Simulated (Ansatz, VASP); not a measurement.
# C in VASP and in Ansatz

Contents of INCAR:

```
ALGO = Normal
EDIFF = 1E-7
EDIFFG = -0.01
ENCUT = 600
GGA = PS
IBRION = 2
ISIF = 3
ISMEAR = 0
LASPH = True
LCHARG = False
LREAL = False
LWAVE = False
NELM = 100
NSW = 80
PREC = Accurate
SIGMA = 0.05
```

File KPOINTS:

```
k-points
0
Gamma
  15 15 15
```

Contents of POSCAR:

```
C
1.0
    0.0000000000      2.1270000000      3.3480000000
    1.2280000000      0.0000000000      3.3480000000
    1.2280000000      2.1270000000      0.0000000000
C
2
Direct
    0.1666700000      0.8333300000      0.1666700000
    0.8333300000      0.1666700000      0.8333300000
```

Input for Ansatz:

```yaml
crystal:
  lattice:
    - [0.0, 2.127, 3.348]
    - [1.228, 0.0, 3.348]
    - [1.228, 2.127, 0.0]
  atoms:
    - { symbol: C, position: [0.16667, 0.83333, 0.16667] }
    - { symbol: C, position: [0.83333, 0.16667000000000004, 0.83333] }
kpoints:
  mp_grid:
    grid: [15, 15, 15]
hamiltonian:
  xc: pbesol
  dispersion: none
scf:
  convergence:
    dr2_threshold: 1.0e-09
  occupations:
    method: gaussian
    width: 0.05
relax:
  f_tol: 0.01
  cell: {}
```

Alike in both runs: task relaxation of cell and atoms; functional PBEsol; k mesh 15 × 15 × 15; occupations gaussian, width 0.05 eV; no spin polarisation.

|  | VASP | Ansatz |
| --- | --- | --- |
| version | VASP 6.6.1 | Ansatz 0.2.0 |
| potentials or method | VASP PAW PBE potentials, release 64 (C) | plane waves, PAW |
| plane-wave cutoff (eV) | 600 | 420 |
| valence electrons in the cell | 8 | 8 |

VASP gave:

| Property | Result |
| --- | --- |
| relaxed volume (Å³/atom) | 9.37 |
| relaxed cell length with the largest relative difference (Å) | 3.781 |

What did Ansatz give for the same quantities?

Relaxed volume (Å³/atom): 9.54; relaxed cell length with the largest relative difference (Å): 3.844.

VASP's potentials were made for PBE, not for PBEsol. Ansatz's warnings: stress scf threshold loose.
